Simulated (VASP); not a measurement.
Runs of VASP 6.6.1 on TaN. The structure is that of space group P-62m (No. 189), or close to it. The cells are those of the table. 

```csv
potentials or basis,cell,gap on the mesh (eV),pressure (GPa),largest force (eV/Å)
"VASP PAW PBE potentials, release 64 (Ta_sv_GW, N)","a = 5.126, b = 5.126, c = 2.872 Å, angles 90.0, 90.0, 120.0°, 6 atoms",none,10.3,0.21
"VASP PAW PBE potentials, release 64 (Ta_pv, N)","a = 5.213, b = 5.213, c = 2.921 Å, angles 90.0, 90.0, 120.0°, 6 atoms",none,-6.1,0.01
"VASP PAW PBE potentials, release 64 (Ta_sv_GW, N)","a = 5.196, b = 5.196, c = 2.911 Å, angles 90.0, 90.0, 120.0°, 6 atoms",none,-4.0,0.03
"VASP PAW PBE potentials, release 64 (Ta_pv, N)","a = 5.090, b = 5.090, c = 2.852 Å, angles 90.0, 90.0, 120.0°, 6 atoms",none,(a),0.32
"VASP PAW PBE potentials, release 64 (Ta_pv, N)","a = 5.144, b = 5.144, c = 2.911 Å, angles 90.0, 90.0, 120.0°, 6 atoms",none,(b),0.19
```

Alike in all rows: task electric field gradients; level PBEsol; no spin polarisation; k mesh 6 × 6 × 9; cutoff (eV) 520; smearing fermi-dirac 0.01 eV.

Question: Fill in the values left out.

Answer: (a) 19.9; (b) 3.7.

Caveats: the PAW data sets were made with another functional, which shifts forces and pressure a little; spin-orbit coupling is left out, which moves the levels of the heavy elements; the cell stands under pressure (at least some runs); the cell stands under tension (at least some runs); the stress differs along the axes, from -0 to 6 GPa (at least some runs).

A k mesh can miss the band edges, and the runs leave out spin-orbit coupling on Ta.

A gap of «none» marks levels without a gap at the run's occupations.

The runs don't all hold the same shells in valence.
